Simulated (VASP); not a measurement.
# HgTe (Coloradoite) (F-43m) in VASP: a series of runs

HgTe (Coloradoite) is run at these levels: RPBE+D4, PBE exchange alone, LDA; tasks: single point.

All numbers are computed with VASP 6.6.1; they aren't measurements. Logs are shortened: lines on timing, memory, paths and dates and some standing lists are left out, and cuts for length are marked.

**1. The cell of the first run**

It takes space group F-43m (No. 216, cubic). Conventional cell: a = 6.298 Å, b = 6.298 Å, c = 6.298 Å, α = 90.00°, β = 90.00°, γ = 90.00°. Within 3.6 Å of Hg (site symmetry -43m) lie 4 Te at 2.73 Å. Within 3.6 Å of Te (site symmetry -43m) lie 4 Hg at 2.73 Å.

**2. Single point, RPBE+D4**

File INCAR:

```
SYSTEM = HgTe
PREC = Accurate
ENCUT = 520
EDIFF = 1E-6
ISMEAR = -1
SIGMA = 0.05
LREAL = .False.
LASPH = .True.
NELM = 100
ALGO = Normal
ISIF = 2
LWAVE = .False.
LCHARG = .False.
GGA = RP
IVDW = 13
NBANDS = 16
```

File KPOINTS:

```
Automatic mesh
0
Gamma
  7 7 7
  0 0 0
```

File POSCAR:

```
HgTe
1.0
    0.0000000000      3.1488795465      3.1488795465
    3.1488795465      0.0000000000      3.1488795465
    3.1488795465      3.1488795465      0.0000000000
Hg Te
1 1
Direct
    0.0000000000      0.0000000000      0.0000000000
    0.7500000000      0.7500000000      0.7500000000
```

Potentials or basis: VASP PAW PBE potentials, release 64 (Hg, Te).

Launch:

```sh
$ cat potpaw_PBE.64/Hg/POTCAR potpaw_PBE.64/Te/POTCAR > POTCAR
$ mpirun -np 1 vasp_std > vasp.out
```

OUTCAR:

```text
SYSTEM = HgTe
   PREC = Accurate
   ENCUT = 520
   EDIFF = 1E-6
   ISMEAR = -1
   LREAL = .False.
   LASPH = .True.
   NELM = 100
   ISIF = 2
   GGA = RP
   IVDW = 13

 ion  position               nearest neighbor table
   1  0.000  0.000  0.000-   2 2.73   2 2.73   2 2.73   2 2.73
   2  0.750  0.750  0.750-   1 2.73   1 2.73   1 2.73   1 2.73

  LATTYP: Found a face centered cubic cell.
 ALAT       =     6.2977590930

  Lattice vectors:

 A1 = (   0.0000000000,   3.1488795465,   3.1488795465)
 A2 = (   3.1488795465,   0.0000000000,   3.1488795465)
 A3 = (   3.1488795465,   3.1488795465,   0.0000000000)

Analysis of symmetry for initial positions (statically):
=====================================================================
 Subroutine PRICEL returns:
 Original cell was already a primitive cell.

 Routine SETGRP: Setting up the symmetry group for a
 face centered cubic supercell.

 Subroutine GETGRP returns: Found 24 space group operations
 (whereof 24 operations were pure point group operations)
 out of a pool of 48 trial point group operations.

The static configuration has the point symmetry T_d .

Analysis of symmetry for dynamics (positions and initial velocities):
=====================================================================
 Subroutine PRICEL returns:
 Original cell was already a primitive cell.

 Routine SETGRP: Setting up the symmetry group for a
 face centered cubic supercell.

 Subroutine GETGRP returns: Found 24 space group operations
 (whereof 24 operations were pure point group operations)
 out of a pool of 48 trial point group operations.

The dynamic configuration has the point symmetry T_d .

 Subroutine INISYM returns: Found 24 space group operations
 (whereof 24 operations are pure point group operations),
 and found     1 'primitive' translations

----------------------------------------------------------------------------------------

                                     Primitive cell

  volume of cell :      62.4451

  direct lattice vectors                    reciprocal lattice vectors
     0.000000000  3.148879546  3.148879546    -0.158786639  0.158786639  0.158786639
     3.148879546  0.000000000  3.148879546     0.158786639 -0.158786639  0.158786639
     3.148879546  3.148879546  0.000000000     0.158786639  0.158786639 -0.158786639

  length of vectors
     4.453188161  4.453188161  4.453188161     0.275026526  0.275026526  0.275026526

  position of ions in fractional coordinates (direct lattice)
     0.000000000  0.000000000  0.000000000
     0.750000000  0.750000000  0.750000000

  ion indices of the primitive-cell ions
   primitive index   ion index
                 1           1
                 2           2

----------------------------------------------------------------------------------------

 KPOINTS: Automatic mesh

Automatic generation of k-mesh.
 Grid dimensions read from file:
 generate k-points for:    7    7    7

 Generating k-lattice:

  Cartesian coordinates                     Fractional coordinates (reciprocal lattice)
    -0.022683806  0.022683806  0.022683806     0.142857143  0.000000000  0.000000000
     0.022683806 -0.022683806  0.022683806     0.000000000  0.142857143  0.000000000
     0.022683806  0.022683806 -0.022683806     0.000000000  0.000000000  0.142857143

  Length of vectors
     0.039289504  0.039289504  0.039289504

  Shift w.r.t. Gamma in fractional coordinates (k-lattice)
     0.000000000  0.000000000  0.000000000

 Subroutine IBZKPT returns following result:
 ===========================================

 Found     20 irreducible k-points:

 Following reciprocal coordinates:
            Coordinates               Weight
  0.000000  0.000000  0.000000      1.000000
  0.142857  0.000000  0.000000      8.000000
  0.285714  0.000000  0.000000      8.000000
  0.428571  0.000000  0.000000      8.000000
  0.142857  0.142857  0.000000      6.000000
  0.285714  0.142857  0.000000     24.000000
[... 12 lines left out ...]
 -0.428571  0.428571  0.142857     24.000000
 -0.285714  0.428571  0.142857     24.000000
   k-points           NKPTS =     20   k-points in BZ     NKDIM =     20   number of bands    NBANDS=     16
   number of dos      NEDOS =    301   number of ions     NIONS =      2
   total plane-waves  NPLWV =  46656
   dimension x,y,z NGX =    36 NGY =   36 NGZ =   36
   dimension x,y,z NGXF=    72 NGYF=   72 NGZF=   72
   ions per type =               1   1
   NGX,Y,Z   is equivalent  to a cutoff of  13.44, 13.44, 13.44 a.u.
   NGXF,Y,Z  is equivalent  to a cutoff of  26.88, 26.88, 26.88 a.u.
 SYSTEM =  HgTe
   PREC   = accura    normal or accurate (medium, high low for compatibility)
   ISTART =      0    job   : 0-new  1-cont  2-samecut
   ICHARG =      2    charge: 1-file 2-atom 10-const
   ISPIN  =      1    spin polarized calculation?
   LNONCOLLINEAR =      F non collinear calculations
   LSORBIT =      F    spin-orbit coupling
   LASPH  =      T    aspherical Exc in radial PAW
   ENCUT  =  520.0 eV  38.22 Ry    6.18 a.u.   8.28  8.28  8.28*2*pi/ulx,y,z
   NELM   =    100;   NELMIN=  2; NELMDL= -5     # of ELM steps
   EDIFF  = 0.1E-05   stopping-criterion for ELM
   LREAL  =      F    real-space projection
   EDIFFG = 0.1E-04   stopping-criterion for IOM
   NSW    =      0    number of steps for IOM
   IBRION =     -1    ionic relax: 0-MD 1-quasi-New 2-CG
   NFREE  =      0    steps in history (QN), initial steepest desc. (CG)
   ISIF   =      2    stress and relaxation
   ISYM   =      2    0-nonsym 1-usesym 2-fastsym
   POTIM  = 0.5000    time-step for ionic-motion
   TEBEG  =    0.0;   TEEND  =   0.0 temperature during run
   PSTRESS=    0.0 pullay stress
   NELECT =      18.0000    total number of electrons
   NUPDOWN=      -1.0000    fix difference up-down
   EMIN   =  10.00;   EMAX   =-10.00  energy-range for DOS
   EFERMI =   0.00;   METHOD = LEGACY
   ISMEAR =    -1;   SIGMA  =   0.05  broadening in eV -4-tet -1-fermi 0-gaus
   EFERMI_NEDOS =   21; number of points for ismear=-14 and -15
   IALGO  =     38    algorithm
   IMIX   =      4    mixing-type and parameters
     AMIX     =   0.40;   BMIX     =  1.00
     AMIX_MAG =   1.60;   BMIX_MAG =  1.00
  volume/ion in A,a.u.               =      31.22       210.70
  Fermi-wavevector in a.u.,A,eV,Ry     =   1.081433  2.043612 15.911977  1.169497
  Thomas-Fermi vector in A             =   2.217449
   LORBIT       =      0    0 simple, 1 ext, 2 COOP (PROOUT), +10 PAW based schemes
   GGA     = RP    functional components
   LHFCALC =     F    Hartree Fock is set to
   AEXX    =    0.0000 exact exchange contribution
   IVDW    =    13    specifies the selected vdW correction
   LEPSILON=     F    determine dielectric tensor
   LRPA    =     F    only Hartree local field effects (RPA)
 non-spin polarized calculation
  energy-cutoff  :      520.00
  volume of cell :       62.45
 maximum number of plane-waves:      1696
 NGX is ok and might be reduce to    36
   NGX = 17   NGY = 17   NGZ = 17

 number of electron      18.0000001 magnetization

 Free energy of the ion-electron system (eV)
  ---------------------------------------------------
  ext. energy  EPLUGINS =         0.00000000
  ---------------------------------------------------
  free energy    TOTEN  =        -2.57348876 eV

  energy without entropy =       -2.57285408  energy(sigma->0) =       -2.57317142

 E-fermi :   4.1220     XC(G=0):  -8.9070

 val. band max:        4.0841834844   @ k =   0.0000   0.0000   0.0000
 cond. band min:       4.8946834060   @ k =   0.4286   0.0000   0.0000
 fundamental gap:      0.8104999216
 Fermi energy:         4.1219765393

 k-point     1 :       0.0000    0.0000    0.0000
  band No.  band energies     occupation
      1      -8.4695      2.00000
      2      -3.7724      2.00000
      3      -3.7724      2.00000
      4      -3.7724      2.00000
      5      -3.1466      2.00000
      6      -3.1466      2.00000
[... 8 lines left out ...]
     15      13.7435      0.00000
     16      13.7435      0.00000

 k-point     2 :       0.1429    0.0000    0.0000
  band No.  band energies     occupation
      1      -8.3543      2.00000
      2      -3.7401      2.00000
      3      -3.7401      2.00000
      4      -3.7333      2.00000
      5      -3.1499      2.00000
      6      -3.1499      2.00000
[... 8 lines left out ...]
     15      12.7941      0.00000
     16      12.7941      0.00000

 k-point     3 :       0.2857    0.0000    0.0000
  band No.  band energies     occupation
      1      -8.0786      2.00000
      2      -3.6747      2.00000
      3      -3.6747      2.00000
      4      -3.5311      2.00000
      5      -3.1453      2.00000
      6      -3.1453      2.00000
[... 8 lines left out ...]
     15      12.7680      0.00000
     16      12.7680      0.00000

 k-point     4 :       0.4286    0.0000    0.0000
  band No.  band energies     occupation
      1      -7.8397      2.00000
      2      -3.6332      2.00000
      3      -3.6332      2.00000
      4      -3.1253      2.00000
      5      -3.1253      2.00000
      6      -3.0057      2.00000
[... 8 lines left out ...]
     15      13.8628      0.00000
     16      13.8628      0.00000
[... 248 lines left out ...]
 k-point    18 :      -0.4286    0.2857    0.1429
  band No.  band energies     occupation
      1      -7.6900      2.00000
      2      -3.5720      2.00000
      3      -3.5321      2.00000
      4      -3.2409      2.00000
      5      -3.1339      2.00000
      6      -2.8071      2.00000
[... 8 lines left out ...]
     15      14.1869      0.00000
     16      14.8777      0.00000

 k-point    19 :      -0.4286    0.4286    0.1429
  band No.  band energies     occupation
      1      -7.6084      2.00000
      2      -3.5551      2.00000
      3      -3.4489      2.00000
      4      -3.3270      2.00000
      5      -3.1092      2.00000
      6      -2.6718      2.00000
[... 8 lines left out ...]
     15      15.0666      0.00000
     16      15.4557      0.00000

 k-point    20 :      -0.2857    0.4286    0.1429
  band No.  band energies     occupation
      1      -7.5881      2.00000
      2      -3.5374      2.00000
      3      -3.4610      2.00000
      4      -3.2292      2.00000
      5      -3.1669      2.00000
      6      -2.4791      2.00000
[... 8 lines left out ...]
     15      14.3709      0.00000
     16      16.3297      0.00000

------------------------ aborting loop because EDIFF is reached ----------------------------------------

  DFT-D4 for vdW energy calculation

  Edisp (eV):   -1.47995

  FORCE on cell =-STRESS in cart. coord.  units (eV):
  Direction    XX          YY          ZZ          XY          YZ          ZX
  --------------------------------------------------------------------------------------
  -------------------------------------------------------------------------------------
  Total       2.33249     2.33249     2.33249     0.00000     0.00000     0.00000
  in kB      59.84572    59.84572    59.84572     0.00000     0.00000     0.00000
  external pressure =       59.85 kB  Pullay stress =        0.00 kB

 VOLUME and BASIS-vectors are now :
 -----------------------------------------------------------------------------
  energy-cutoff  :      520.00
  volume of cell :       62.45
      direct lattice vectors                 reciprocal lattice vectors
     0.000000000  3.148879546  3.148879546    -0.158786639  0.158786639  0.158786639
     3.148879546  0.000000000  3.148879546     0.158786639 -0.158786639  0.158786639
     3.148879546  3.148879546  0.000000000     0.158786639  0.158786639 -0.158786639

 POSITION                                       TOTAL-FORCE (eV/Angst)
 -----------------------------------------------------------------------------------
      0.00000      0.00000      0.00000         0.000000      0.000000     -0.000000
      4.72332      4.72332      4.72332        -0.000000     -0.000000      0.000000
 -----------------------------------------------------------------------------------
    total drift:                                0.000000      0.000000      0.000000

  FREE ENERGIE OF THE ION-ELECTRON SYSTEM (eV)
  ---------------------------------------------------
  free  energy   TOTEN  =        -4.0534391242 eV

  energy  without entropy=       -4.0528044495  energy(sigma->0) =       -4.05312179
```

Wall time 15 s (1 thread of Intel Xeon 6975P-C (Granite Rapids), shared host); peak memory 0.21 GiB.

What came out:

| Item | Value |
| --- | --- |
| Free energy | -4.0534 eV |
| Pressure | 6.0 GPa |
| Band gap on the k mesh | zero (filled and empty bands touch) |
| Dispersion energy per atom | -0.740 eV |

Caveat: the PAW data sets were made with another functional, which shifts forces and pressure a little; spin-orbit coupling is left out, which moves the levels of the heavy elements; pairwise dispersion overbinds metals, which lowers pressure and volume.

**3. Single point, PBE exchange alone**

File INCAR:

```
PREC     = Accurate       # precision mode
ENCUT    = 520            # plane-wave cutoff, eV
EDIFF    = 1E-6           # SCF threshold, eV
ISMEAR   = -1             # smearing method
SIGMA    = 0.05           # smearing width, eV
LREAL    = False          # projectors in reciprocal space
LASPH    = True           # aspherical terms in the spheres
NELM     = 60             # most SCF steps
ALGO     = Normal         # electronic algorithm
ISIF     = 2              # what is computed and relaxed
LWAVE    = False          # write WAVECAR
LCHARG   = True           # write CHGCAR
GGA      = PE             # functional
ALDAC    = 0.0          
AGGAC    = 0.0          
LELF     = True           # ELF
LVHAR    = True         
NBANDS   = 16             # bands
```

File KPOINTS:

```
regular mesh
0
Gamma
  7 7 7
```

POSCAR is that of step 2.

Potentials or basis: VASP PAW PBE potentials, release 64 (Hg, Te).

Launch:

```sh
$ cat potpaw_PBE.64/Hg/POTCAR potpaw_PBE.64/Te/POTCAR > POTCAR
$ mpirun -np 1 vasp_std > vasp.out
```

Wall time 19 s (1 thread of Intel Xeon 6975P-C (Granite Rapids), shared host); peak memory 0.21 GiB.

The run converged. Its results:

```
Free energy            : -0.8174 eV
Pressure               : 17.8 GPa
Band gap on the k mesh : zero (filled and empty bands touch)
```

Levels at points of the mesh, in eV from the Fermi level:
| k point | band 7 | band 8 | band 9 | band 10 | band 11 | band 12 |
| --- | --- | --- | --- | --- | --- | --- |
| (0.00, 0.00, 0.00) | -0.63 | -0.04 | -0.04 | -0.04 | 4.04 | 4.04 |

Caveat: spin-orbit coupling is left out, which moves the levels of the heavy elements.

(Continued in part 2 of 2.)
